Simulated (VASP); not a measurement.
# MoSe (P6_3/mmc) in VASP: notebook

MoSe is run at these levels: r2SCAN+U; tasks: single point.

Everything below comes from runs of VASP 6.6.1. Logs are shortened: lines on timing, memory, paths and dates and some standing lists are left out, and cuts for length are marked.

### Step 1. The cell of the first run

The structure is hexagonal, space group P6_3/mmc (No. 194). Conventional cell: a = 4.058 Å, b = 4.058 Å, c = 6.909 Å, α = 90.00°, β = 90.00°, γ = 120.00°. Mo (site symmetry -3m) has 6 Se at 2.91 Å and 2 Mo at 3.45 Å within 3.8 Å. Within 3.8 Å of Se (site symmetry -6m2) lie 6 Mo at 2.91 Å.

### Step 2. Single point, r2SCAN+U, collinear spin

POSCAR reads:

```
MoSe
1.0
    4.0577786812      0.0000000000      0.0000000000
   -2.0288893406      3.5141394208      0.0000000000
    0.0000000000      0.0000000000      6.9088722136
Mo Se
2 2
Direct
    0.0000000000      0.0000000000      0.0000000000
    0.0000000000      0.0000000000      0.5000000000
    0.3333333333      0.6666666667      0.2500000000
    0.6666666667      0.3333333333      0.7500000000
```

INCAR.step1 reads:

```
SYSTEM = MoSe
PREC = Accurate
ENCUT = 520
ISMEAR = 0
SIGMA = 0.1
LREAL = .False.
LASPH = .True.
NELM = 150
ISPIN = 2
MAGMOM = 2 2 0 0
LMAXMIX = 4
LDAU = .True.
LDAUTYPE = 2
LDAUL = 2 -1
LDAUU = 4.38 0
LDAUJ = 0 0
NBANDS = 32
GGA = PE
ALGO = Normal
EDIFF = 1E-4
LWAVE = .True.
LCHARG = .False.
```

INCAR.step2 reads:

```
SYSTEM = MoSe
PREC = Accurate
ENCUT = 520
EDIFF = 1E-6
ISMEAR = 0
SIGMA = 0.1
LREAL = .False.
LASPH = .True.
NELM = 150
ALGO = Normal
ISIF = 2
LWAVE = .False.
LCHARG = .False.
ISPIN = 2
MAGMOM = 2 2 0 0
LORBIT = 11
LMAXMIX = 4
LDAU = .True.
LDAUTYPE = 2
LDAUL = 2 -1
LDAUU = 4.38 0
LDAUJ = 0 0
LDAUPRINT = 1
METAGGA = R2SCAN
LMIXTAU = .True.
NBANDS = 32
ISTART = 1
```

KPOINTS reads:

```
regular mesh
0
Gamma
  12 12 6
  0 0 0
```

Potentials or basis: VASP PAW PBE potentials, release 64 (Mo_sv, Se).

The run is started by

```bash
> cat potpaw_PBE.64/Mo_sv/POTCAR potpaw_PBE.64/Se/POTCAR > POTCAR
> cp INCAR.step1 INCAR
> mpirun -np 1 vasp_std > vasp.out
> cp INCAR.step2 INCAR
> mpirun -np 1 vasp_std > vasp.out
```

OUTCAR:

```text
SYSTEM = MoSe
   PREC = Accurate
   ENCUT = 520
   EDIFF = 1E-6
   ISMEAR = 0
   LREAL = .False.
   LASPH = .True.
   NELM = 150
   ISIF = 2
   ISPIN = 2
   LORBIT = 11
   METAGGA = R2SCAN
   ISTART = 1

 ion  position               nearest neighbor table
   1  0.000  0.000  0.000-   3 2.91   4 2.91   3 2.91   4 2.91   4 2.91   3 2.91   2 3.45   2 3.45

   2  0.000  0.000  0.500-   3 2.91   4 2.91   3 2.91   4 2.91   4 2.91   3 2.91   1 3.45   1 3.45

   3  0.333  0.667  0.250-   1 2.91   2 2.91   1 2.91   2 2.91   1 2.91   2 2.91
   4  0.667  0.333  0.750-   1 2.91   2 2.91   1 2.91   2 2.91   1 2.91   2 2.91

  LATTYP: Found a hexagonal cell.
 ALAT       =     4.0577786812
 C/A-ratio  =     1.7026242081

  Lattice vectors:

 A1 = (   4.0577786812,   0.0000000000,   0.0000000000)
 A2 = (  -2.0288893406,   3.5141394208,   0.0000000000)
 A3 = (   0.0000000000,   0.0000000000,   6.9088722136)

Analysis of symmetry for initial positions (statically):
=====================================================================
 Subroutine PRICEL returns:
 Original cell was already a primitive cell.

 Routine SETGRP: Setting up the symmetry group for a
 hexagonal supercell.

 Subroutine GETGRP returns: Found 24 space group operations
 (whereof 12 operations were pure point group operations)
 out of a pool of 24 trial point group operations.

The static configuration has the point symmetry D_3d.
 The point group associated with its full space group is D_6h.

Analysis of symmetry for dynamics (positions and initial velocities):
=====================================================================
 Subroutine PRICEL returns:
 Original cell was already a primitive cell.

 Routine SETGRP: Setting up the symmetry group for a
 hexagonal supercell.

 Subroutine GETGRP returns: Found 24 space group operations
 (whereof 12 operations were pure point group operations)
 out of a pool of 24 trial point group operations.

The dynamic configuration has the point symmetry D_3d.
 The point group associated with its full space group is D_6h.

Analysis of structural, dynamic, and magnetic symmetry:
=====================================================================
 Subroutine PRICEL returns:
 Original cell was already a primitive cell.

 Routine SETGRP: Setting up the symmetry group for a
 hexagonal supercell.

 Subroutine GETGRP returns: Found 24 space group operations
 (whereof 12 operations were pure point group operations)
 out of a pool of 24 trial point group operations.

The overall configuration has the point symmetry D_3d.
 The point group associated with its full space group is D_6h.

 Subroutine INISYM returns: Found 24 space group operations
 (whereof 12 operations are pure point group operations),
 and found     1 'primitive' translations

----------------------------------------------------------------------------------------

                                     Primitive cell

  volume of cell :      98.5178

  direct lattice vectors                    reciprocal lattice vectors
     4.057778681  0.000000000  0.000000000     0.246440252  0.142282346  0.000000000
    -2.028889341  3.514139421  0.000000000     0.000000000  0.284564691  0.000000000
     0.000000000  0.000000000  6.908872214     0.000000000  0.000000000  0.144741424

  length of vectors
     4.057778681  4.057778681  6.908872214     0.284564691  0.284564691  0.144741424

  position of ions in fractional coordinates (direct lattice)
     0.000000000  0.000000000  0.000000000
     0.000000000  0.000000000  0.500000000
     0.333333333  0.666666667  0.250000000
     0.666666667  0.333333333  0.750000000

  ion indices of the primitive-cell ions
   primitive index   ion index
                 1           1
                 2           2
                 3           3
                 4           4

----------------------------------------------------------------------------------------

 KPOINTS: regular mesh

Automatic generation of k-mesh.
 Grid dimensions read from file:
 generate k-points for:   12   12    6

 Generating k-lattice:

[... 90 lines left out ...]
   METAGGA = R2SCAN    functional components
   LHFCALC =     F    Hartree Fock is set to
   AEXX    =    0.0000 exact exchange contribution
   IVDW    =     0    specifies the selected vdW correction
   LEPSILON=     F    determine dielectric tensor
   LRPA    =     F    only Hartree local field effects (RPA)
 spin polarized calculation
 Gauss-broadening in eV      SIGMA  =   0.10
  energy-cutoff  :      520.00
  volume of cell :       98.52
 maximum number of plane-waves:      2690
   NGX = 15   NGY = 15   NGZ = 25

atom =   1  type =  1  l = 2

 onsite density matrix

spin component  1

  0.7829 -0.0000 -0.0000  0.1054  0.0000
 -0.0000  0.6861 -0.0000  0.0000  0.1054
 -0.0000 -0.0000  0.8574  0.0000 -0.0000
  0.1054  0.0000  0.0000  0.6861  0.0000
  0.0000  0.1054 -0.0000  0.0000  0.7829

spin component  2

  0.0259  0.0000  0.0000 -0.0242  0.0000
  0.0000  0.0461  0.0000 -0.0000 -0.0242
  0.0000  0.0000  0.0128  0.0000 -0.0000
 -0.0242 -0.0000  0.0000  0.0461 -0.0000
  0.0000 -0.0242 -0.0000 -0.0000  0.0259

 occupancies and eigenvectors

  o =  0.0098  v =  0.0000  0.0000  0.0000  0.0000  0.0000  0.0000  0.5545  0.0000 -0.0000  0.8322      0.0000  0.0000  0.0000  0.0000  0.0000  0.0000  0.0000  0.0000  0.0000  0.0000
  o =  0.0098  v =  0.0000  0.0000  0.0000  0.0000  0.0000 -0.8322  0.0000  0.0000 -0.5545  0.0000      0.0000  0.0000  0.0000  0.0000  0.0000  0.0000  0.0000  0.0000  0.0000  0.0000
  o =  0.0128  v =  0.0000  0.0000  0.0000  0.0000  0.0000  0.0000 -0.0000  1.0000  0.0000 -0.0000      0.0000  0.0000  0.0000  0.0000  0.0000  0.0000  0.0000  0.0000  0.0000  0.0000
  o =  0.0622  v =  0.0000  0.0000  0.0000  0.0000  0.0000  0.0000 -0.8322 -0.0000  0.0000  0.5545      0.0000  0.0000  0.0000  0.0000  0.0000  0.0000  0.0000  0.0000  0.0000  0.0000
  o =  0.0622  v =  0.0000  0.0000  0.0000  0.0000  0.0000 -0.5545  0.0000 -0.0000  0.8322 -0.0000      0.0000  0.0000  0.0000  0.0000  0.0000  0.0000  0.0000  0.0000  0.0000  0.0000
  o =  0.6186  v =  0.0000  0.8419 -0.0000 -0.0000 -0.5397  0.0000  0.0000  0.0000  0.0000  0.0000      0.0000  0.0000  0.0000  0.0000  0.0000  0.0000  0.0000  0.0000  0.0000  0.0000
  o =  0.6186  v = -0.5397  0.0000 -0.0000  0.8419 -0.0000  0.0000  0.0000  0.0000  0.0000  0.0000      0.0000  0.0000  0.0000  0.0000  0.0000  0.0000  0.0000  0.0000  0.0000  0.0000
  o =  0.8505  v = -0.0000  0.5397  0.0000 -0.0000  0.8419  0.0000  0.0000  0.0000  0.0000  0.0000      0.0000  0.0000  0.0000  0.0000  0.0000  0.0000  0.0000  0.0000  0.0000  0.0000
  o =  0.8505  v =  0.8419  0.0000  0.0000  0.5397  0.0000  0.0000  0.0000  0.0000  0.0000  0.0000      0.0000  0.0000  0.0000  0.0000  0.0000  0.0000  0.0000  0.0000  0.0000  0.0000
  o =  0.8574  v = -0.0000 -0.0000  1.0000 -0.0000 -0.0000  0.0000  0.0000  0.0000  0.0000  0.0000      0.0000  0.0000  0.0000  0.0000  0.0000  0.0000  0.0000  0.0000  0.0000  0.0000

atom =   2  type =  1  l = 2

 onsite density matrix

spin component  1

  0.7829  0.0000 -0.0000 -0.1054  0.0000
  0.0000  0.6861  0.0000 -0.0000 -0.1054
 -0.0000  0.0000  0.8574  0.0000 -0.0000
 -0.1054 -0.0000  0.0000  0.6861 -0.0000
  0.0000 -0.1054 -0.0000 -0.0000  0.7829

spin component  2

  0.0259  0.0000  0.0000  0.0242 -0.0000
  0.0000  0.0461 -0.0000  0.0000  0.0242
  0.0000 -0.0000  0.0128 -0.0000 -0.0000
  0.0242  0.0000 -0.0000  0.0461  0.0000
 -0.0000  0.0242 -0.0000  0.0000  0.0259

 occupancies and eigenvectors

  o =  0.0098  v =  0.0000  0.0000  0.0000  0.0000  0.0000  0.0000 -0.5545  0.0000  0.0000  0.8322      0.0000  0.0000  0.0000  0.0000  0.0000  0.0000  0.0000  0.0000  0.0000  0.0000
  o =  0.0098  v =  0.0000  0.0000  0.0000  0.0000  0.0000 -0.8322  0.0000  0.0000  0.5545 -0.0000      0.0000  0.0000  0.0000  0.0000  0.0000  0.0000  0.0000  0.0000  0.0000  0.0000
  o =  0.0128  v =  0.0000  0.0000  0.0000  0.0000  0.0000  0.0000  0.0000  1.0000  0.0000 -0.0000      0.0000  0.0000  0.0000  0.0000  0.0000  0.0000  0.0000  0.0000  0.0000  0.0000
  o =  0.0622  v =  0.0000  0.0000  0.0000  0.0000  0.0000  0.0000 -0.8322  0.0000  0.0000 -0.5545      0.0000  0.0000  0.0000  0.0000  0.0000  0.0000  0.0000  0.0000  0.0000  0.0000
  o =  0.0622  v =  0.0000  0.0000  0.0000  0.0000  0.0000 -0.5545  0.0000 -0.0000 -0.8322  0.0000      0.0000  0.0000  0.0000  0.0000  0.0000  0.0000  0.0000  0.0000  0.0000  0.0000
  o =  0.6186  v =  0.0000  0.8419  0.0000  0.0000  0.5397  0.0000  0.0000  0.0000  0.0000  0.0000      0.0000  0.0000  0.0000  0.0000  0.0000  0.0000  0.0000  0.0000  0.0000  0.0000
  o =  0.6186  v = -0.5397  0.0000 -0.0000 -0.8419  0.0000  0.0000  0.0000  0.0000  0.0000  0.0000      0.0000  0.0000  0.0000  0.0000  0.0000  0.0000  0.0000  0.0000  0.0000  0.0000
  o =  0.8505  v =  0.0000 -0.5397  0.0000  0.0000  0.8419  0.0000  0.0000  0.0000  0.0000  0.0000      0.0000  0.0000  0.0000  0.0000  0.0000  0.0000  0.0000  0.0000  0.0000  0.0000
  o =  0.8505  v = -0.8419  0.0000  0.0000  0.5397 -0.0000  0.0000  0.0000  0.0000  0.0000  0.0000      0.0000  0.0000  0.0000  0.0000  0.0000  0.0000  0.0000  0.0000  0.0000  0.0000
  o =  0.8574  v =  0.0000 -0.0000 -1.0000  0.0000  0.0000  0.0000  0.0000  0.0000  0.0000  0.0000      0.0000  0.0000  0.0000  0.0000  0.0000  0.0000  0.0000  0.0000  0.0000  0.0000

 number of electron      40.0000000 magnetization       8.0000000

 Free energy of the ion-electron system (eV)
  ---------------------------------------------------
  ext. energy  EPLUGINS =         0.00000000
  ---------------------------------------------------
  free energy    TOTEN  =       -74.17206495 eV

  energy without entropy =      -74.16714437  energy(sigma->0) =      -74.16960466

 E-fermi :   5.8993     XC(G=0): -10.4454

 val. band max:        5.8925115284   @ k =   0.2500   0.0833   0.3333
 cond. band min:       5.9265799926   @ k =   0.1667   0.1667   0.3333
 fundamental gap:      0.0340684642
 Fermi energy:         5.8992851336

 spin component 1

 k-point     1 :       0.0000    0.0000    0.0000
  band No.  band energies     occupation
      1     -58.1994      1.00000
      2     -58.1931      1.00000
      3     -31.8605      1.00000
      4     -31.7760      1.00000
      5     -31.7760      1.00000
      6     -31.7664      1.00000
[... 1673 lines left out ...]
     31      14.0403      0.00000
     32      14.4752      0.00000

 [... further k-points ...]

------------------------ aborting loop because EDIFF is reached ----------------------------------------

  FORCE on cell =-STRESS in cart. coord.  units (eV):
  Direction    XX          YY          ZZ          XY          YZ          ZX
  --------------------------------------------------------------------------------------
  -------------------------------------------------------------------------------------
  Total       -2.2607408     -2.2607408     -2.3161273      0.0000000      0.0000000      0.0000000
  in kB      -36.7660399    -36.7660399    -37.6667811      0.0000000      0.0000000      0.0000000
  external PRESSURE =     -37.0662870 kB  Pullay stress =       0.0000000 kB

 VOLUME and BASIS-vectors are now :
 -----------------------------------------------------------------------------
  energy-cutoff  :      520.00
  volume of cell :       98.52
      direct lattice vectors                 reciprocal lattice vectors
     4.057778681  0.000000000  0.000000000     0.246440252  0.142282346  0.000000000
    -2.028889341  3.514139421  0.000000000     0.000000000  0.284564691  0.000000000
     0.000000000  0.000000000  6.908872214     0.000000000  0.000000000  0.144741424

 POSITION                                       TOTAL-FORCE (eV/Angst)
 -----------------------------------------------------------------------------------
      0.00000      0.00000      0.00000        -0.000000      0.000000     -0.000000
      0.00000      0.00000      3.45444        -0.000000      0.000000     -0.000000
     -0.00000      2.34276      1.72722         0.000000     -0.000000      0.000000
      2.02889      1.17138      5.18165        -0.000000      0.000000      0.000000
 -----------------------------------------------------------------------------------
    total drift:                               -0.000000      0.000000      0.000000

  FREE ENERGIE OF THE ION-ELECTRON SYSTEM (eV)
  ---------------------------------------------------
  free  energy   TOTEN  =       -74.1720649492 eV

  energy  without entropy=      -74.1671443663  energy(sigma->0) =      -74.16960466

 total charge

# of ion       s       p       d       tot
------------------------------------------
    1        2.163   6.043   3.918  12.125
    2        2.163   6.043   3.918  12.125
    3        1.454   2.394   0.027   3.874
    4        1.454   2.394   0.027   3.874
--------------------------------------------------
tot          7.235  16.873   7.890  31.998

 magnetization (x)

# of ion       s       p       d       tot
------------------------------------------
    1        0.062   0.030   3.612   3.704
    2        0.062   0.030   3.612   3.704
    3        0.024  -0.198   0.021  -0.153
    4        0.024  -0.198   0.021  -0.153
--------------------------------------------------
tot          0.173  -0.336   7.266   7.103
```

Run time: 41 min. Hardware: 1 thread of Oxide Virtual Turin-like, shared host; peak memory 0.47 GiB.

Results:

```
Free energy                                           : -74.1721 eV
Pressure                                              : -3.7 GPa
Band gap on the k mesh                                : zero (filled and empty bands overlap)
Net moment                                            : 8.00 μB per cell
Site moments                                          : Mo +3.70; Se -0.15 μB
Valence electrons inside the program's atomic spheres : Mo 12.12; Se 3.87
```

Stress tensor (GPa, compression positive):
```
-3.68  0.00  0.00
 0.00 -3.68  0.00
 0.00  0.00 -3.77
```

Levels at points of the mesh, in eV from the Fermi level:
Spin up:
```
           k point  band 21  band 22  band 23  band 24  band 25  band 26  band 27  band 28
(0.00, 0.00, 0.00)    -2.05    -1.79    -1.79    -1.55     0.41     1.62     1.62     2.65
(0.50, 0.00, 0.00)    -2.42    -2.22    -1.73    -0.84     0.88     1.72     3.00     3.74
(0.00, 0.00, 0.50)    -2.84    -2.84     0.35     0.35     0.35     0.35     2.87     2.87
(0.50, 0.00, 0.50)    -2.39    -2.39    -0.01    -0.01     0.42     0.42     2.16     2.16
```
Spin down:
| k point | band 12 | band 13 | band 14 | band 15 | band 16 | band 17 | band 18 | band 19 | band 20 | band 21 |
| --- | --- | --- | --- | --- | --- | --- | --- | --- | --- | --- |
| (0.00, 0.00, 0.00) | -3.36 | -3.36 | -2.46 | -2.23 | -2.23 | 1.18 | 2.09 | 2.39 | 2.39 | 2.41 |
| (0.50, 0.00, 0.00) | -4.61 | -4.02 | -3.95 | -3.50 | -3.22 | 0.80 | 2.43 | 3.46 | 3.95 | 4.07 |
| (0.00, 0.00, 0.50) | -4.45 | -2.88 | -2.88 | -2.88 | -2.88 | 2.30 | 2.30 | 3.05 | 3.05 | 3.05 |
| (0.50, 0.00, 0.50) | -5.38 | -3.63 | -3.63 | -3.36 | -3.36 | 1.75 | 1.75 | 3.36 | 3.36 | 4.04 |

Eigenvalues of the final occupation matrices:
```csv
site,spin,trace,eigenvalues
site 1 d,1,3.80,0.62 0.62 0.85 0.85 0.86
site 1 d,2,0.16,0.01 0.01 0.01 0.06 0.06
site 2 d,1,3.80,0.62 0.62 0.85 0.85 0.86
site 2 d,2,0.16,0.01 0.01 0.01 0.06 0.06
```

Caveat: the cell stands under tension; the PAW data sets were made with another functional, which shifts forces and pressure a little.

### Step 3. Single point, r2SCAN+U, collinear spin

This run uses another cell than the first one, of 23.68 Å³/atom.

POSCAR reads:

```
MoSe
1.0
    4.0050742913      0.0000000000      0.0000000000
   -2.0025371456      3.4684960803      0.0000000000
    0.0000000000      0.0000000000      6.8191364434
Mo Se
2 2
Direct
    0.0000000000      0.0000000000      0.0000000000
    0.0000000000      0.0000000000      0.5000000000
    0.3333333333      0.6666666667      0.2500000000
    0.6666666667      0.3333333333      0.7500000000
```

INCAR.step1 reads:

```
SYSTEM = MoSe
  PREC = Accurate
  ENCUT = 520
  ISMEAR = 0
  SIGMA = 0.1
  LREAL = .False.
  LASPH = .True.
  NELM = 150
  ISPIN = 2
  MAGMOM = 3.5 3.5 0 0
  LMAXMIX = 4
  LDAU = .True.
  LDAUTYPE = 2
  LDAUL = 2 -1
  LDAUU = 4.38 0
  LDAUJ = 0 0
  NBANDS = 32
  GGA = PE
  ALGO = Normal
  EDIFF = 1E-4
  LWAVE = .True.
  LCHARG = .False.
```

INCAR.step2 reads:

```
SYSTEM = MoSe
  PREC = Accurate
  ENCUT = 520
  EDIFF = 1E-6
  ISMEAR = 0
  SIGMA = 0.1
  LREAL = .False.
  LASPH = .True.
  NELM = 150
  ALGO = Normal
  ISIF = 2
  LWAVE = .False.
  LCHARG = .False.
  ISPIN = 2
  MAGMOM = 3.5 3.5 0 0
  LORBIT = 11
  LMAXMIX = 4
  LDAU = .True.
  LDAUTYPE = 2
  LDAUL = 2 -1
  LDAUU = 4.38 0
  LDAUJ = 0 0
  LDAUPRINT = 1
  METAGGA = R2SCAN
  LMIXTAU = .True.
  NBANDS = 32
  ISTART = 1
```

KPOINTS is that of step 2.

Potentials or basis: VASP PAW PBE potentials, release 64 (Mo_sv, Se).

The run is started by

```bash
> cat potpaw_PBE.64/Mo_sv/POTCAR potpaw_PBE.64/Se/POTCAR > POTCAR
> cp INCAR.step1 INCAR
> mpirun -np 1 vasp_std > vasp.out
> cp INCAR.step2 INCAR
> mpirun -np 1 vasp_std > vasp.out
```

It took 49 min on 1 thread of Oxide Virtual Turin-like, shared host; peak memory 0.45 GiB.

The run converged. Its results:

- Free energy: -74.2307 eV
- Pressure: -1.2 GPa
- Band gap on the k mesh: zero (filled and empty bands overlap)
- Net moment: 8.00 μB per cell
- Site moments: Mo +3.69; Se -0.14 μB
- Valence electrons inside the program's atomic spheres: Mo 12.15; Se 3.90

Stress tensor (GPa, compression positive):
```
-1.29  0.00  0.00
 0.00 -1.29  0.00
 0.00  0.00 -1.01
```

Levels at points of the mesh, in eV from the Fermi level:
Spin up:
| k point | band 20 | band 21 | band 22 | band 23 | band 24 | band 25 | band 26 | band 27 | band 28 | band 29 |
| --- | --- | --- | --- | --- | --- | --- | --- | --- | --- | --- |
| (0.00, 0.00, 0.00) | -2.20 | -2.20 | -1.88 | -1.88 | -1.54 | 0.52 | 1.70 | 1.70 | 2.59 | 6.16 |
| (0.50, 0.00, 0.00) | -2.71 | -2.49 | -2.25 | -1.84 | -0.82 | 0.93 | 1.80 | 2.95 | 3.88 | 4.75 |
| (0.00, 0.00, 0.50) | -3.27 | -2.94 | -2.94 | 0.34 | 0.34 | 0.34 | 0.34 | 2.99 | 2.99 | 6.15 |
| (0.50, 0.00, 0.50) | -2.73 | -2.45 | -2.45 | -0.04 | -0.04 | 0.47 | 0.47 | 2.14 | 2.14 | 6.39 |
Spin down:
| k point | band 14 | band 15 | band 16 | band 17 | band 18 | band 19 |
| --- | --- | --- | --- | --- | --- | --- |
| (0.00, 0.00, 0.00) | -2.59 | -2.34 | -2.34 | 0.93 | 2.18 | 2.18 |
| (0.50, 0.00, 0.00) | -4.20 | -3.73 | -3.39 | 0.55 | 2.27 | 3.31 |
| (0.00, 0.00, 0.50) | -3.06 | -3.06 | -3.06 | 2.16 | 2.16 | 2.88 |
| (0.50, 0.00, 0.50) | -3.84 | -3.56 | -3.56 | 1.54 | 1.54 | 3.32 |

Eigenvalues of the final occupation matrices:
```tsv
site	spin	trace	eigenvalues
site 1 d	1	3.80	0.62 0.62 0.85 0.85 0.86
site 1 d	2	0.17	0.01 0.01 0.01 0.07 0.07
site 2 d	1	3.80	0.62 0.62 0.85 0.85 0.86
site 2 d	2	0.17	0.01 0.01 0.01 0.07 0.07
```

Caveat: the PAW data sets were made with another functional, which shifts forces and pressure a little.
